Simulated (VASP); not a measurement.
AlGa2N3:

```
Al N Ga
1.0
    -1.36943    1.36943    5.80999
     1.36943   -1.36943    5.80999
     1.36943    1.36943   -5.80999
Al N Ga
1 3 2
Direct
  0.00000 0.00000 0.00000
  0.83333 0.83333 0.00000
  0.16667 0.16667 0.00000
  0.50000 0.50000 0.00000
  0.33333 0.33333 0.00000
  0.66667 0.66667 0.00000
```

* Program: VASP 6.6.1
* Task: relaxation of cell and atoms
* Functional: PBE
* Potentials or basis: VASP PAW PBE potentials, release 64 (Al, N, Ga_d)
* Cutoff: 600 eV
* k mesh: 12 × 12 × 12
* Occupations: fermi-dirac, width 0.02 eV
* Spin: no spin polarisation

At the start: pressure 96.4 GPa; volume 7.26 Å³/atom.

Task: How do energy, volume and symmetry change on relaxing?

Result: Over 12 steps the energy falls by 503.1 meV/atom and the volume is 9.33 Å³/atom (+28.4 %); space group I4/mmm (No. 139, to 0.1 Å) before and after.

The path:
```csv
step,energy change (eV),largest force (eV/Å),pressure (GPa),volume (Å³)
1,0.0000,1.2810,96.37,43.58
2,0.2029,0.3252,-36.08,77.36
3,-3.0072,0.0998,-3.52,56.85
4,-3.0161,0.1166,-1.08,56.22
5,-3.0169,0.1244,0.02,55.94
6,-3.0179,0.0449,0.14,55.92
7,-3.0182,0.0330,0.24,55.90
8,-3.0183,0.0057,-0.21,56.01
9,-3.0183,0.0136,-0.06,55.98
10,-3.0183,0.0123,-0.14,55.98
11,-3.0183,0.0134,-0.08,55.98
12,-3.0183,0.0031,0.00,55.96
```

Final structure:
```
Al N Ga
1.0
    -1.48737    1.48737    6.32347
     1.48737   -1.48737    6.32347
     1.48737    1.48737   -6.32347
Al N Ga
1 3 2
Cartesian
  0.0000 0.0000 0.0000
  0.0000 0.0000 10.5825
  0.0000 0.0000 2.0645
  0.0000 0.0000 6.3235
  0.0000 0.0000 4.2276
  0.0000 0.0000 8.4193
```

Caveat: the volume moved by over 15 % at a fixed basis, so the end points are rough.
